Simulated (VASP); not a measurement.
**Ir3Cl: single point with PBE**

System: Ir3Cl, a slab with vacuum.

```
Ir Cl
1.0
     2.73676    0.00000    0.00000
    -1.36838    2.37010    0.00000
     0.00000    0.00000   19.84258
Ir Cl
3 1
Direct
  0.66667 0.33333 0.20159
  0.33333 0.66667 0.31101
  0.00000 0.00000 0.42044
  0.16667 0.66667 0.53443
```

```yaml
Program: VASP 6.6.1
Task: single point
Functional: PBE
Potentials_or_basis: VASP PAW PBE potentials, release 64 (Ir, Cl)
Cutoff: 520 eV
k_mesh: 12 × 12 × 1
Occupations: gaussian, width 0.1 eV
Spin: no spin polarisation
Dipole_correction: yes
Further_INCAR_settings: ALGO = Normal; EDIFF = 1e-06; NBANDS = 25
```

* Largest force: 0.513 eV/Å
* Band gap on the k mesh: zero (bands 17 and 18 overlap by 1.50 eV)

Forces in eV/Å, atoms in the order of the input:
```
Ir  -0.017  0.030 -0.156
Ir  -0.073 -0.006  0.228
Ir   0.452 -0.232 -0.073
Cl  -0.361  0.208  0.002
```

Levels at points of the mesh, in eV from the Fermi level:
```tsv
k point	band 13	band 14	band 15	band 16	band 17	band 18	band 19	band 20	band 21	band 22
(0.00, 0.00, 0.00)	-2.92	-1.33	-1.23	-0.71	-0.54	-0.35	0.42	0.56	0.86	1.08
(0.50, 0.00, 0.00)	-0.99	-0.73	0.43	0.57	0.79	1.29	1.39	1.51	3.11	3.42
(0.00, 0.50, 0.00)	-0.88	-0.63	0.34	0.47	0.77	1.29	1.51	1.73	3.06	3.52
(0.50, 0.50, 0.00)	-0.75	-0.49	0.33	0.48	0.79	1.28	1.51	1.63	3.16	3.68
```

Wall time 7.4 min on 1 thread of Intel(R) Xeon(R) Platinum 8375C CPU @ 2.90GHz (Ice Lake) (shared host), peak memory 0.37 GiB.

Caveat: spin-orbit coupling is left out, which moves the levels of the heavy elements.
